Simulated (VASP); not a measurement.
Set up this calculation in VASP 6.6.1, as the native input.

| Property | Result |
| --- | --- |
| Task | single point |
| Functional | PBEsol |
| Potentials or basis | VASP PAW PBE potentials, release 64 (Ta_pv, N) |
| Cutoff | 520 eV |
| k mesh | 6 × 6 × 4 |
| Occupations | gaussian, width 0.1 eV |
| Spin | no spin polarisation |
| Dipole correction | no |
| Further INCAR settings | ALGO = Normal; EDIFF = 1e-07; NBANDS = 50 |

The structure of Ta2N lies in POSCAR:

```
Ta2N
1.0
    5.2965720514      0.0000000000      0.0000000000
   -2.6482860257      4.5869659495      0.0000000000
    0.0000000000      0.0000000000      4.9391825701
Ta N
6 3
Direct
    0.6663616700      0.6663616700      0.7536182600
    0.0000000000      0.3336383300      0.7536182600
    0.3336383300      0.0000000000      0.7536182600
    0.3336383300      0.3336383300      0.2463817400
    0.0000000000      0.6663616700      0.2463817400
    0.6663616700      0.0000000000      0.2463817400
    0.6666666667      0.3333333333      0.5000000000
    0.3333333333      0.6666666667      0.5000000000
    0.0000000000      0.0000000000      0.0000000000
```

These files were run (other wordings do the same):

INCAR

```
  ALGO = Normal
  EDIFF = 1E-7
  ENCUT = 520
  GGA = PS
  ISIF = 2
  ISMEAR = 0
  LASPH = True
  LCHARG = True
  LELF = True
  LREAL = False
  LVHAR = True
  LWAVE = False
  NBANDS = 50
  NELM = 60
  PREC = Accurate
  SIGMA = 0.1
```

KPOINTS

```
k-points
0
Gamma
  6 6 4
```

Potentials or basis: VASP PAW PBE potentials, release 64 (Ta_pv, N).

Command:

```console
$ cat potpaw_PBE.64/Ta_pv/POTCAR potpaw_PBE.64/N/POTCAR > POTCAR
$ mpirun -np 1 vasp_std > vasp.out
```

It gave:

| Property | Result |
| --- | --- |
| Pressure | -4.8 GPa |
| Largest force | 0.095 eV/Å |
| Band gap on the k mesh | zero (an odd number of electrons rules out a gap without spin polarisation) |

Caveat: the cell stands under tension; the PAW data sets were made with another functional, which shifts forces and pressure a little; spin-orbit coupling is left out, which moves the levels of the heavy elements.

It took 4.2 min on 1 thread of Intel Xeon 8259CL, on a shared host, peak memory 0.3 GiB.
